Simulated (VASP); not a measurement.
A run of VASP 6.6.1:

File INCAR:

```
ALGO = Normal
EDIFF = 1E-6
EDIFFG = -0.002
ENCUT = 520
IBRION = 2
ISIF = 2
ISMEAR = 0
LASPH = True
LCHARG = False
LREAL = False
LWAVE = False
NELM = 80
NSW = 50
PREC = Accurate
SIGMA = 0.01
```

KPOINTS

```
k-points
0
Gamma
  6 6 4
```

POSCAR

```
ZnS
1.0
    3.7195412837      0.0000000000      0.0000000000
   -1.8597706418      3.2212172421      0.0000000000
    0.0000000000      0.0000000000      6.1122827871
Zn S
2 2
Direct
    0.3333333333      0.6666666667      0.0055913282
    0.6666666667      0.3333333333      0.5055913282
    0.3333333333      0.6666666667      0.3794086718
    0.6666666667      0.3333333333      0.8794086718
```

Potentials or basis: VASP PAW LDA potentials, release 64 (Zn, S).

The run is started by

```console
$ cat potpaw_LDA.64/Zn/POTCAR potpaw_LDA.64/S/POTCAR > POTCAR
$ mpirun -np 1 vasp_std > vasp.out
```

Hardware: 1 thread of Oxide Virtual Turin-like Processor, on a shared host.

Q: How long does it take, and how much memory?

A: It took 21 s on 1 thread of Oxide Virtual Turin-like Processor, with other jobs on the host, peak memory 0.14 GiB. Counts: scf iterations 16, k points 21, ion steps 2.
